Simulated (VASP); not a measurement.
# ZnF2 (P4_2/mnm) in VASP: single point with PBE

Aim: the single point of ZnF2 with PBE.

Program: VASP 6.6.1. These are calculated values, not measurements. Logs are shortened: lines on timing, memory, paths and dates and some standing lists are left out, and cuts for length are marked.

**1. The cell of the first run**

The structure is tetragonal, space group P4_2/mnm (No. 136). The conventional cell has a = 4.719 Å, b = 4.719 Å, c = 3.143 Å, α = 90.00°, β = 90.00°, γ = 90.00°. Zn (site symmetry mmm) has 6 F at 2.02 to 2.05 Å within 2.7 Å. F (site symmetry m2m) has 3 Zn at 2.02 to 2.05 Å and 1 F at 2.64 Å within 2.7 Å.

**2. Single point, PBE**

Input file INCAR:

```
ALGO = Normal
EDIFF = 1E-6
ENCUT = 600
GGA = PE
GGA_COMPAT = False
ISIF = 2
ISMEAR = -1
LASPH = True
LCHARG = False
LREAL = False
LWAVE = False
NBANDS = 35
NELM = 120
PREC = Accurate
SIGMA = 0.1
```

Input file KPOINTS:

```
k-points
0
Gamma
  6 6 8
```

Input file POSCAR:

```
ZnF2
1.0
    4.7186350000      0.0000000000      0.0000000000
    0.0000000000      4.7186350000      0.0000000000
    0.0000000000      0.0000000000      3.1430150000
Zn F
2 4
Direct
    0.0000000000      0.0000000000      0.0000000000
    0.5000000000      0.5000000000      0.5000000000
    0.3024000000      0.3024000000      0.0000000000
    0.1976000000      0.8024000000      0.5000000000
    0.6976000000      0.6976000000      0.0000000000
    0.8024000000      0.1976000000      0.5000000000
```

Potentials or basis: VASP PAW PBE potentials, release 64 (Zn, F).

The run is started by

```bash
$ cat potpaw_PBE.64/Zn/POTCAR potpaw_PBE.64/F/POTCAR > POTCAR
$ mpirun -np 1 vasp_std > vasp.out
```

OUTCAR:

```text
EDIFF = 1E-6
   ENCUT = 600
   GGA = PE
   ISIF = 2
   ISMEAR = -1
   LASPH = True
   LREAL = False
   NELM = 120
   PREC = Accurate

 ion  position               nearest neighbor table
   1  0.000  0.000  0.000-   3 2.02   5 2.02   4 2.05   6 2.05   4 2.05   6 2.05
   2  0.500  0.500  0.500-   4 2.02   6 2.02   5 2.05   3 2.05   3 2.05   5 2.05
   3  0.302  0.302  0.000-   1 2.02   2 2.05   2 2.05
   4  0.198  0.802  0.500-   2 2.02   1 2.05   1 2.05
   5  0.698  0.698  0.000-   1 2.02   2 2.05   2 2.05
   6  0.802  0.198  0.500-   2 2.02   1 2.05   1 2.05

  LATTYP: Found a simple tetragonal cell.
 ALAT       =     4.7186350000
 C/A-ratio  =     0.6660856371

  Lattice vectors:

 A1 = (   4.7186350000,   0.0000000000,   0.0000000000)
 A2 = (   0.0000000000,   4.7186350000,   0.0000000000)
 A3 = (   0.0000000000,   0.0000000000,   3.1430150000)

Analysis of symmetry for initial positions (statically):
=====================================================================
 Subroutine PRICEL returns:
 Original cell was already a primitive cell.

 Routine SETGRP: Setting up the symmetry group for a
 simple tetragonal supercell.

 Subroutine GETGRP returns: Found 16 space group operations
 (whereof  8 operations were pure point group operations)
 out of a pool of 16 trial point group operations.

The static configuration has the point symmetry D_2h.
 The point group associated with its full space group is D_4h.

Analysis of symmetry for dynamics (positions and initial velocities):
=====================================================================
 Subroutine PRICEL returns:
 Original cell was already a primitive cell.

 Routine SETGRP: Setting up the symmetry group for a
 simple tetragonal supercell.

 Subroutine GETGRP returns: Found 16 space group operations
 (whereof  8 operations were pure point group operations)
 out of a pool of 16 trial point group operations.

The dynamic configuration has the point symmetry D_2h.
 The point group associated with its full space group is D_4h.

 Subroutine INISYM returns: Found 16 space group operations
 (whereof  8 operations are pure point group operations),
 and found     1 'primitive' translations

[... 94 lines left out ...]
   ISTART =      0    job   : 0-new  1-cont  2-samecut
   ICHARG =      2    charge: 1-file 2-atom 10-const
   ISPIN  =      1    spin polarized calculation?
   LNONCOLLINEAR =      F non collinear calculations
   LSORBIT =      F    spin-orbit coupling
   LASPH  =      T    aspherical Exc in radial PAW
   ENCUT  =  600.0 eV  44.10 Ry    6.64 a.u.   9.42  9.42  6.28*2*pi/ulx,y,z
   NELM   =    120;   NELMIN=  2; NELMDL= -5     # of ELM steps
   EDIFF  = 0.1E-05   stopping-criterion for ELM
   LREAL  =      F    real-space projection
   EDIFFG = 0.1E-04   stopping-criterion for IOM
   NSW    =      0    number of steps for IOM
   IBRION =     -1    ionic relax: 0-MD 1-quasi-New 2-CG
   NFREE  =      0    steps in history (QN), initial steepest desc. (CG)
   ISIF   =      2    stress and relaxation
   ISYM   =      2    0-nonsym 1-usesym 2-fastsym
   POTIM  = 0.5000    time-step for ionic-motion
   TEBEG  =    0.0;   TEEND  =   0.0 temperature during run
   PSTRESS=    0.0 pullay stress
   NELECT =      52.0000    total number of electrons
   NUPDOWN=      -1.0000    fix difference up-down
   EMIN   =  10.00;   EMAX   =-10.00  energy-range for DOS
   EFERMI =   0.00;   METHOD = LEGACY
   ISMEAR =    -1;   SIGMA  =   0.10  broadening in eV -4-tet -1-fermi 0-gaus
   EFERMI_NEDOS =   21; number of points for ismear=-14 and -15
   IALGO  =     38    algorithm
   IMIX   =      4    mixing-type and parameters
     AMIX     =   0.40;   BMIX     =  1.00
     AMIX_MAG =   1.60;   BMIX_MAG =  1.00
  volume/ion in A,a.u.               =      11.66        78.71
  Fermi-wavevector in a.u.,A,eV,Ry     =   1.482801  2.802088 29.915113  2.198699
  Thomas-Fermi vector in A             =   2.596542
   LORBIT       =      0    0 simple, 1 ext, 2 COOP (PROOUT), +10 PAW based schemes
   GGA     = PE    functional components
   LHFCALC =     F    Hartree Fock is set to
   AEXX    =    0.0000 exact exchange contribution
   IVDW    =     0    specifies the selected vdW correction
   LEPSILON=     F    determine dielectric tensor
   LRPA    =     F    only Hartree local field effects (RPA)
 non-spin polarized calculation
  energy-cutoff  :      600.00
  volume of cell :       69.98
 maximum number of plane-waves:      2356
 NGX is ok and might be reduce to    40
   NGX = 19   NGY = 19   NGZ = 13

 number of electron      52.0000013 magnetization

 Free energy of the ion-electron system (eV)
  ---------------------------------------------------
  ext. energy  EPLUGINS =         0.00000000
  ---------------------------------------------------
  free energy    TOTEN  =       -23.19009722 eV

  energy without entropy =      -23.19009721  energy(sigma->0) =      -23.19009722

 E-fermi :   0.7162     XC(G=0): -10.2306

 val. band max:       -1.2023607794   @ k =   0.0000   0.0000   0.0000
 cond. band min:       2.2592053403   @ k =   0.0000   0.0000   0.0000
 fundamental gap:      3.4615661196
 Fermi energy:         0.7162277420

 k-point     1 :       0.0000    0.0000    0.0000
  band No.  band energies     occupation
      1     -23.0295      2.00000
      2     -22.2769      2.00000
      3     -22.2769      2.00000
      4     -22.2325      2.00000
      5      -7.3881      2.00000
      6      -6.5149      2.00000
[... 901 lines left out ...]
     34      12.9287      0.00000
     35      15.0336      0.00000

 [... further k-points ...]
[... 5 lines left out ...]
  --------------------------------------------------------------------------------------
  -------------------------------------------------------------------------------------
  Total        2.2690253      2.2690253      2.5236655      0.0000000      0.0000000      0.0000000
  in kB       51.9482230     51.9482230     57.7780858      0.0000000      0.0000000      0.0000000
  external PRESSURE =      53.8915106 kB  Pullay stress =       0.0000000 kB

 VOLUME and BASIS-vectors are now :
 -----------------------------------------------------------------------------
  energy-cutoff  :      600.00
  volume of cell :       69.98
      direct lattice vectors                 reciprocal lattice vectors
     4.718635000  0.000000000  0.000000000     0.211925695  0.000000000  0.000000000
     0.000000000  4.718635000  0.000000000     0.000000000  0.211925695  0.000000000
     0.000000000  0.000000000  3.143015000     0.000000000  0.000000000  0.318165838

 POSITION                                       TOTAL-FORCE (eV/Angst)
 -----------------------------------------------------------------------------------
      0.00000      0.00000      0.00000         0.000000     -0.000000      0.000000
      2.35932      2.35932      1.57151         0.000000     -0.000000      0.000000
      1.42692      1.42692      0.00000         0.017189      0.017189     -0.000000
      0.93240      3.78623      1.57151        -0.017189      0.017189      0.000000
      3.29172      3.29172      0.00000        -0.017189     -0.017189      0.000000
      3.78623      0.93240      1.57151         0.017189     -0.017189      0.000000
 -----------------------------------------------------------------------------------
    total drift:                               -0.000000      0.000000     -0.000000

  FREE ENERGIE OF THE ION-ELECTRON SYSTEM (eV)
  ---------------------------------------------------
  free  energy   TOTEN  =       -23.1900972207 eV

  energy  without entropy=      -23.1900972149  energy(sigma->0) =      -23.19009722
```

Wall time 1.7 min (1 thread of AMD EPYC 7R43 (Zen 3), shared host); peak memory 0.23 GiB.

What came out:

```
Free energy            : -23.1901 eV
Pressure               : 5.4 GPa
Largest force          : 0.024 eV/Å
Band gap on the k mesh : 3.46 eV
```

Forces in eV/Å, atoms in the order of the input:
```
Zn   0.000  0.000  0.000
Zn   0.000  0.000  0.000
F    0.017  0.017  0.000
F   -0.017  0.017  0.000
F   -0.017 -0.017  0.000
F    0.017 -0.017  0.000
```

Caveat: the cell stands under pressure. A k mesh can miss the band edges.
